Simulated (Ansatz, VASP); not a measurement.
## MgO: VASP beside Ansatz

```
Mg O
1.0
     3.30779    0.00000    0.00000
    -1.65389    2.86463    0.00000
     0.00000    0.00000    4.98288
Mg O
2 2
Direct
  0.33333 0.66667 0.01972
  0.66667 0.33333 0.51972
  0.33333 0.66667 0.40244
  0.66667 0.33333 0.90244
```

Change from the starting cell: all Mg atoms moved +0.087 Å, as atom 1 along Cartesian [0 0 1].

Alike in both runs: task single point; functional PBEsol; k mesh 9 × 9 × 6; occupations gaussian, width 0.05 eV; no spin polarisation.

|  | VASP | Ansatz |
| --- | --- | --- |
| version | VASP 6.6.1 | Ansatz 0.2.0 |
| potentials or method | VASP PAW PBE potentials, release 64 (Mg, O), cutoff 520 eV | scalar-relativistic, plane waves, PAW |
| valence electrons in the cell | 16 | 32 |

Ansatz gave:

| Item | Value |
| --- | --- |
| gap on the k mesh at the Fermi level (eV) | 3.47 |
| least direct gap on the mesh (eV) | 3.47 |
| pressure (GPa) | 1.5 |
| traceless stress, the component that is largest in VASP (GPa) | 7.09 |
| rms of the force components (eV/Å) | 0.430 |

Q: Estimate VASP's values.

A: gap on the k mesh at the Fermi level (eV): 3.47; least direct gap on the mesh (eV): 3.47; pressure (GPa): 1.2; traceless stress, the component that is largest in VASP (GPa): 7.22; rms of the force components (eV/Å): 0.437.

VASP's potentials were made for PBE, not for PBEsol. Atom by atom the forces differ by 0.006 eV/Å (rms over components). With one functional, cell and mesh, what is left measures potentials, basis and numerics. VASP's potentials hold 16 valence electrons a cell and Ansatz's 32, so a difference there can come from the potentials and not from the codes.
